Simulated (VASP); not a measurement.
# Ca (Fm-3m) in VASP: single point with PBEsol

Aim: the single point of Ca with PBEsol.

Program: VASP 6.6.1. These are calculated values, not measurements. Logs are shortened: lines on timing, memory, paths and dates and some standing lists are left out, and cuts for length are marked.

### Step 1. The cell of the first run

Symmetry: Fm-3m, No. 225, cubic system. Conventional cell: a = 5.472 Å, b = 5.472 Å, c = 5.472 Å, α = 90.00°, β = 90.00°, γ = 90.00°. Within 5.1 Å of Ca (site symmetry m-3m) lie 12 Ca at 3.87 Å.

### Step 2. Single point, PBEsol

INCAR reads:

```
SYSTEM = Ca
PREC = Accurate
ENCUT = 520
EDIFF = 1E-7
ISMEAR = 0
SIGMA = 0.15
LREAL = .False.
LASPH = .True.
NELM = 80
ALGO = Fast
ISIF = 2
LWAVE = .False.
LCHARG = .False.
GGA = PS
NBANDS = 11
```

KPOINTS reads:

```
regular mesh
0
Gamma
  20 20 20
  0 0 0
```

POSCAR reads:

```
Ca
1.0
    3.6480628222      0.9120157056      0.9120157056
    0.9120157056      3.6480628222      0.9120157056
    0.9120157056      0.9120157056      3.6480628222
Ca
1
Direct
    0.0000000000      0.0000000000      0.0000000000
```

Potentials or basis: VASP PAW PBE potentials, release 64 (Ca_sv).

Launch:

```bash
$ cat potpaw_PBE.64/Ca_sv/POTCAR > POTCAR
$ mpirun -np 1 vasp_std > vasp.out
```

OUTCAR:

```text
SYSTEM = Ca
   PREC = Accurate
   ENCUT = 520
   EDIFF = 1E-7
   ISMEAR = 0
   LREAL = .False.
   LASPH = .True.
   NELM = 80
   ISIF = 2
   GGA = PS

 ion  position               nearest neighbor table
   1  0.000  0.000  0.000-

  LATTYP: Found a face centered cubic cell.
 ALAT       =     5.4720942333

  Lattice vectors:

 A1 = (   3.6480628222,   0.9120157056,   0.9120157056)
 A2 = (   0.9120157056,   3.6480628222,   0.9120157056)
 A3 = (   0.9120157056,   0.9120157056,   3.6480628222)

Analysis of symmetry for initial positions (statically):
=====================================================================
 Subroutine PRICEL returns:
 Original cell was already a primitive cell.

 Routine SETGRP: Setting up the symmetry group for a
 face centered cubic supercell.

 Subroutine GETGRP returns: Found 48 space group operations
 (whereof 48 operations were pure point group operations)
 out of a pool of 48 trial point group operations.

The static configuration has the point symmetry O_h .

Analysis of symmetry for dynamics (positions and initial velocities):
=====================================================================
 Subroutine PRICEL returns:
 Original cell was already a primitive cell.

 Routine SETGRP: Setting up the symmetry group for a
 face centered cubic supercell.

 Subroutine GETGRP returns: Found 48 space group operations
 (whereof 48 operations were pure point group operations)
 out of a pool of 48 trial point group operations.

The dynamic configuration has the point symmetry O_h .

 Subroutine INISYM returns: Found 48 space group operations
 (whereof 48 operations are pure point group operations),
 and found     1 'primitive' translations

----------------------------------------------------------------------------------------

                                     Primitive cell

  volume of cell :      40.9638

  direct lattice vectors                    reciprocal lattice vectors
     3.648062822  0.912015706  0.912015706     0.304575652 -0.060915130 -0.060915130
     0.912015706  3.648062822  0.912015706    -0.060915130  0.304575652 -0.060915130
     0.912015706  0.912015706  3.648062822    -0.060915130 -0.060915130  0.304575652

  length of vectors
     3.869354940  3.869354940  3.869354940     0.316524302  0.316524302  0.316524302

  position of ions in fractional coordinates (direct lattice)
     0.000000000  0.000000000  0.000000000

  ion indices of the primitive-cell ions
   primitive index   ion index
                 1           1

----------------------------------------------------------------------------------------

 KPOINTS: regular mesh

Automatic generation of k-mesh.
 Grid dimensions read from file:
 generate k-points for:   20   20   20

 Generating k-lattice:

  Cartesian coordinates                     Fractional coordinates (reciprocal lattice)
     0.015228783 -0.003045757 -0.003045757     0.050000000  0.000000000  0.000000000
    -0.003045757  0.015228783 -0.003045757     0.000000000  0.050000000  0.000000000
    -0.003045757 -0.003045757  0.015228783     0.000000000  0.000000000  0.050000000

  Length of vectors
     0.015826215  0.015826215  0.015826215

  Shift w.r.t. Gamma in fractional coordinates (k-lattice)
     0.000000000  0.000000000  0.000000000

 Subroutine IBZKPT returns following result:
 ===========================================

 Found    256 irreducible k-points:

 Following reciprocal coordinates:
            Coordinates               Weight
  0.000000  0.000000  0.000000      1.000000
  0.050000  0.000000  0.000000      8.000000
  0.100000  0.000000  0.000000      8.000000
  0.150000  0.000000  0.000000      8.000000
  0.200000  0.000000  0.000000      8.000000
  0.250000  0.000000  0.000000      8.000000
[... 16 lines left out ...]
 -0.400000  0.050000  0.000000     24.000000
 -0.350000  0.050000  0.000000     24.000000
 [... further k-points ...]
   k-points           NKPTS =    256   k-points in BZ     NKDIM =    256   number of bands    NBANDS=     11
   number of dos      NEDOS =    301   number of ions     NIONS =      1
   total plane-waves  NPLWV =  27000
   dimension x,y,z NGX =    30 NGY =   30 NGZ =   30
   dimension x,y,z NGXF=    60 NGYF=   60 NGZF=   60
   ions per type =               1
   NGX,Y,Z   is equivalent  to a cutoff of  12.89, 12.89, 12.89 a.u.
   NGXF,Y,Z  is equivalent  to a cutoff of  25.78, 25.78, 25.78 a.u.
 SYSTEM =  Ca
   PREC   = accura    normal or accurate (medium, high low for compatibility)
   ISTART =      0    job   : 0-new  1-cont  2-samecut
   ICHARG =      2    charge: 1-file 2-atom 10-const
   ISPIN  =      1    spin polarized calculation?
   LNONCOLLINEAR =      F non collinear calculations
   LSORBIT =      F    spin-orbit coupling
   LASPH  =      T    aspherical Exc in radial PAW
   ENCUT  =  520.0 eV  38.22 Ry    6.18 a.u.   7.19  7.19  7.19*2*pi/ulx,y,z
   NELM   =     80;   NELMIN=  2; NELMDL= -5     # of ELM steps
   EDIFF  = 0.1E-06   stopping-criterion for ELM
   LREAL  =      F    real-space projection
   EDIFFG = 0.1E-05   stopping-criterion for IOM
   NSW    =      0    number of steps for IOM
   IBRION =     -1    ionic relax: 0-MD 1-quasi-New 2-CG
   NFREE  =      0    steps in history (QN), initial steepest desc. (CG)
   ISIF   =      2    stress and relaxation
   ISYM   =      2    0-nonsym 1-usesym 2-fastsym
   POTIM  = 0.5000    time-step for ionic-motion
   TEBEG  =    0.0;   TEEND  =   0.0 temperature during run
   PSTRESS=    0.0 pullay stress
   NELECT =      10.0000    total number of electrons
   NUPDOWN=      -1.0000    fix difference up-down
   EMIN   =  10.00;   EMAX   =-10.00  energy-range for DOS
   EFERMI =   0.00;   METHOD = LEGACY
   ISMEAR =     0;   SIGMA  =   0.15  broadening in eV -4-tet -1-fermi 0-gaus
   EFERMI_NEDOS =   21; number of points for ismear=-14 and -15
   IALGO  =     68    algorithm
   IMIX   =      4    mixing-type and parameters
     AMIX     =   0.40;   BMIX     =  1.00
     AMIX_MAG =   1.60;   BMIX_MAG =  1.00
  volume/ion in A,a.u.               =      40.96       276.44
  Fermi-wavevector in a.u.,A,eV,Ry     =   1.023155  1.933482 14.243195  1.046845
  Thomas-Fermi vector in A             =   2.156873
   LORBIT       =      0    0 simple, 1 ext, 2 COOP (PROOUT), +10 PAW based schemes
   GGA     = PS    functional components
   LHFCALC =     F    Hartree Fock is set to
   AEXX    =    0.0000 exact exchange contribution
   IVDW    =     0    specifies the selected vdW correction
   LEPSILON=     F    determine dielectric tensor
   LRPA    =     F    only Hartree local field effects (RPA)
 non-spin polarized calculation
 RMM-DIIS sequential band-by-band and
 Gauss-broadening in eV      SIGMA  =   0.15
  energy-cutoff  :      520.00
  volume of cell :       40.96
 maximum number of plane-waves:      1124
 NGX is ok and might be reduce to    30
   NGX = 15   NGY = 15   NGZ = 15

 number of electron      10.0000002 magnetization

 Free energy of the ion-electron system (eV)
  ---------------------------------------------------
  ext. energy  EPLUGINS =         0.00000000
  ---------------------------------------------------
  free energy    TOTEN  =        -2.14125985 eV

  energy without entropy =       -2.12593117  energy(sigma->0) =       -2.13359551

 E-fermi :   2.0074     XC(G=0):  -7.9051

 val. band max:        2.0014068832   @ k =  -0.4000   0.3000   0.0000
 cond. band min:       2.0154791984   @ k =  -0.4000   0.1500   0.0500
 fundamental gap:      0.0140723151
 Fermi energy:         2.0073883474

 k-point     1 :       0.0000    0.0000    0.0000
  band No.  band energies     occupation
      1     -39.7645      2.00000
      2     -20.7524      2.00000
      3     -20.7524      2.00000
      4     -20.7524      2.00000
      5      -2.0792      2.00000
      6       4.3734      0.00000
      7       4.3734      0.00000
      8       4.3734      0.00000
      9       5.4911      0.00000
     10       5.4911      0.00000
     11      11.2647      0.00000

 k-point     2 :       0.0500    0.0000    0.0000
  band No.  band energies     occupation
      1     -39.7641      2.00000
      2     -20.7564      2.00000
      3     -20.7530      2.00000
      4     -20.7530      2.00000
      5      -2.0351      2.00000
      6       4.3246      0.00000
      7       4.3911      0.00000
      8       4.3911      0.00000
      9       5.4751      0.00000
     10       5.4751      0.00000
     11      11.3255      0.00000

 k-point     3 :       0.1000    0.0000    0.0000
  band No.  band energies     occupation
      1     -39.7629      2.00000
      2     -20.7677      2.00000
      3     -20.7545      2.00000
      4     -20.7545      2.00000
      5      -1.9039      2.00000
      6       4.1861      0.00000
      7       4.4383      0.00000
      8       4.4383      0.00000
      9       5.4360      0.00000
     10       5.4360      0.00000
     11      11.4597      0.00000

 k-point     4 :       0.1500    0.0000    0.0000
  band No.  band energies     occupation
      1     -39.7612      2.00000
      2     -20.7853      2.00000
      3     -20.7569      2.00000
      4     -20.7569      2.00000
      5      -1.6891      2.00000
      6       3.9775      0.00000
      7       4.4960      0.00000
      8       4.4960      0.00000
      9       5.4005      0.00000
     10       5.4005      0.00000
     11      11.1737      0.00000

 k-point     5 :       0.2000    0.0000    0.0000
  band No.  band energies     occupation
      1     -39.7589      2.00000
      2     -20.8074      2.00000
      3     -20.7599      2.00000
      4     -20.7599      2.00000
      5      -1.3965      2.00000
      6       3.7206      0.00000
      7       4.5304      0.00000
      8       4.5304      0.00000
      9       5.4111      0.00000
     10       5.4111      0.00000
     11      10.3839      0.00000
[... 211 lines left out ...]
 k-point    21 :       0.5000    0.0500    0.0000
  band No.  band energies     occupation
      1     -39.7483      2.00000
      2     -20.9079      2.00000
      3     -20.7764      2.00000
      4     -20.7749      2.00000
      5       1.0001      2.00000
      6       1.9051      1.66537
      7       4.2062      0.00000
      8       4.2853      0.00000
      9       6.2089      0.00000
     10       6.2105      0.00000
     11       7.3727      0.00000

 k-point    22 :      -0.4500    0.0500   -0.0000
  band No.  band energies     occupation
      1     -39.7484      2.00000
      2     -20.9067      2.00000
      3     -20.7770      2.00000
      4     -20.7741      2.00000
      5       0.9154      2.00000
      6       1.9795      1.20729
      7       4.2115      0.00000
      8       4.2889      0.00000
      9       6.1478      0.00000
     10       6.2395      0.00000
     11       7.4100      0.00000

 k-point    23 :      -0.4000    0.0500    0.0000
  band No.  band energies     occupation
      1     -39.7493      2.00000
      2     -20.8982      2.00000
      3     -20.7764      2.00000
      4     -20.7722      2.00000
      5       0.5098      2.00000
      6       2.3146      0.00378
      7       4.2445      0.00000
      8       4.3231      0.00000
      9       6.0024      0.00000
     10       6.1759      0.00000
     11       7.6587      0.00000

 k-point    24 :      -0.3500    0.0500    0.0000
  band No.  band energies     occupation
      1     -39.7509      2.00000
      2     -20.8832      2.00000
      3     -20.7747      2.00000
      4     -20.7696      2.00000
      5       0.0374      2.00000
      6       2.6736      0.00000
      7       4.3013      0.00000
      8       4.3844      0.00000
      9       5.8043      0.00000
     10       6.0388      0.00000
     11       8.0937      0.00000

 [... further k-points ...]
[... 5 lines left out ...]
  --------------------------------------------------------------------------------------
  -------------------------------------------------------------------------------------
  Total       -0.0386627     -0.0386627     -0.0386627     -0.0000000     -0.0000000     -0.0000000
  in kB       -1.5121742     -1.5121742     -1.5121742     -0.0000000     -0.0000000     -0.0000000
  external PRESSURE =      -1.5121742 kB  Pullay stress =       0.0000000 kB

 VOLUME and BASIS-vectors are now :
 -----------------------------------------------------------------------------
  energy-cutoff  :      520.00
  volume of cell :       40.96
      direct lattice vectors                 reciprocal lattice vectors
     3.648062822  0.912015706  0.912015706     0.304575652 -0.060915130 -0.060915130
     0.912015706  3.648062822  0.912015706    -0.060915130  0.304575652 -0.060915130
     0.912015706  0.912015706  3.648062822    -0.060915130 -0.060915130  0.304575652

 POSITION                                       TOTAL-FORCE (eV/Angst)
 -----------------------------------------------------------------------------------
      0.00000      0.00000      0.00000         0.000000      0.000000     -0.000000
 -----------------------------------------------------------------------------------
    total drift:                               -0.000000     -0.000000     -0.000000

  FREE ENERGIE OF THE ION-ELECTRON SYSTEM (eV)
  ---------------------------------------------------
  free  energy   TOTEN  =        -2.1412598515 eV

  energy  without entropy=       -2.1259311690  energy(sigma->0) =       -2.13359551
```

Run time: 2.6 min. Hardware: 1 thread of AMD EPYC 9755, shared host; peak memory 0.22 GiB.

Results:

```
Free energy            : -2.1413 eV
Pressure               : -0.2 GPa
Band gap on the k mesh : zero (bands 5 and 6 overlap by 0.31 eV)
```

Levels at points of the mesh, in eV from the Fermi level:
```
           k point  band 1  band 2  band 3  band 4  band 5  band 6  band 7  band 8  band 9  band 10
(0.00, 0.00, 0.00)  -41.77  -22.76  -22.76  -22.76   -4.09    2.37    2.37    2.37    3.48     3.48
(0.50, 0.00, 0.00)  -41.76  -22.92  -22.78  -22.78   -1.01   -0.13    2.25    2.25    4.20     4.20
(0.50, 0.50, 0.00)  -41.75  -22.91  -22.82  -22.82   -0.49    0.55    1.02    4.20    4.39     4.39
```

Caveat: the PAW data sets were made with another functional, which shifts forces and pressure a little.
